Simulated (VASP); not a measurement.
Ir, 1 atom in the cell. It takes space group I4/mmm (No. 139, tetragonal). Conventional cell: a = 2.656 Å, b = 2.656 Å, c = 3.984 Å, α = 90.00°, β = 90.00°, γ = 90.00°. Ir (site symmetry 4/mmm) has 12 Ir at 2.66 to 2.74 Å within 3.5 Å. 

| Quantity | Value |
| --- | --- |
| Program | VASP 6.6.1 |
| Task | single point |
| Functional | PBEsol |
| Potentials or basis | VASP PAW PBE potentials, release 64 (Ir) |
| Cutoff | 500 eV |
| k mesh | 12 × 12 × 12 |
| Occupations | fermi-dirac, width 0.05 eV |
| Spin | no spin polarisation |
| Dipole correction | no |
| Further INCAR settings | ALGO = Normal; EDIFF = 1e-06; NBANDS = 10 |

Potentials or basis: VASP PAW PBE potentials, release 64 (Ir).

Launch:

```console
$ cat potpaw_PBE.64/Ir/POTCAR > POTCAR
$ mpirun -np 1 vasp_std > vasp.out
```

Hardware: 1 thread of Intel Xeon 8259CL, with other jobs on the host.

Q: How long does it take, and how much memory?

A: Run time: 28 s on 1 thread of Intel Xeon 8259CL (shared host), peak memory 0.14 GiB. Counts: scf iterations 12, k points 163.
